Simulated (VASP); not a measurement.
Input of a VASP 6.6.1 run:

The input INCAR:

```
SYSTEM = CdSe
  AGGAC = 1.0
  AGGAX = 1.0
  ALDAC = 0.0
  ALDAX = 1.0
  ALGO = Normal
  EDIFF = 1E-6
  ENCUT = 520
  GGA = B5
  ISIF = 2
  ISMEAR = -1
  IVDW = 12
  LASPH = .True.
  LCHARG = .False.
  LREAL = .False.
  LWAVE = .False.
  NBANDS = 16
  NELM = 60
  PREC = Accurate
  SIGMA = 0.05
  VDW_A1 = 0.4298
  VDW_A2 = 4.2359
  VDW_S6 = 1.0
  VDW_S8 = 2.6996
```

KPOINTS

```
k-points
0
Gamma
  6 6 6
  0 0 0
```

Contents of POSCAR:

```
CdSe
1.0
    0.0000000000      2.8357328852      2.8357328852
    2.8357328852      0.0000000000      2.8357328852
    2.8357328852      2.8357328852      0.0000000000
Cd Se
1 1
Direct
    0.0000000000      0.0000000000      0.0000000000
    0.5000000000      0.5000000000      0.5000000000
```

Potentials or basis: VASP PAW PBE potentials, release 64 (Cd, Se).

The run is started by

```sh
$ cat potpaw_PBE.64/Cd/POTCAR potpaw_PBE.64/Se/POTCAR > POTCAR
$ mpirun -np 1 vasp_std > vasp.out
```

(1) What does it give for the band gap on the k mesh?

(2) Estimate the dispersion energy per atom.

(3) Predict the pressure.

Results:

(1) zero (band 9 reaches 3.01 eV, above the bottom of band 10 at 2.52 eV).

(2) -0.919 eV.

(3) 0.6 GPa.

Caveat: the PAW data sets were made with another functional, which shifts forces and pressure a little; pairwise dispersion overbinds metals, which lowers pressure and volume.
